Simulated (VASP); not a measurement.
Runs of VASP 6.6.1 on KF. The structure is that of space group I4/mmm (No. 139), or close to it. The cells are those of the table. 

| cell | gap on the mesh (eV) | pressure (GPa) |
| --- | --- | --- |
| a = 3.786, b = 3.786, c = 3.592 Å, angles 61.7, 61.7, 56.6°, 2 atoms | 5.94 | -0.8 |
| a = 3.831, b = 3.831, c = 3.970 Å, angles 58.8, 58.8, 62.4°, 2 atoms | 5.35 | (b) |
| a = 3.688, b = 3.688, c = 3.781 Å, angles 59.2, 59.2, 61.7°, 2 atoms | 5.95 | -1.6 |
| a = 3.786, b = 3.786, c = 3.970 Å, angles 58.4, 58.4, 63.2°, 2 atoms | 5.40 | -3.7 |
| a = 3.831, b = 3.831, c = 3.686 Å, angles 61.2, 61.2, 57.5°, 2 atoms | (c) | -2.9 |
| a = 3.877, b = 3.877, c = 3.970 Å, angles 59.2, 59.2, 61.6°, 2 atoms | (a) | (d) |
| a = 3.736, b = 3.736, c = 3.875 Å, angles 58.8, 58.8, 62.5°, 2 atoms | 5.66 | -2.9 |
| a = 3.736, b = 3.736, c = 3.592 Å, angles 61.3, 61.3, 57.5°, 2 atoms | 6.10 | -0.3 |

Alike in all rows: task single point; level LDA; potentials or basis VASP PAW LDA potentials, release 64 (K_sv, F); no spin polarisation; k mesh 8 × 8 × 8; cutoff (eV) 520; smearing gaussian 0.05 eV.

Estimate the missing entries.

(a) 5.28; (b) -4.6; (c) 5.73; (d) -5.2.

A k mesh can miss the band edges.
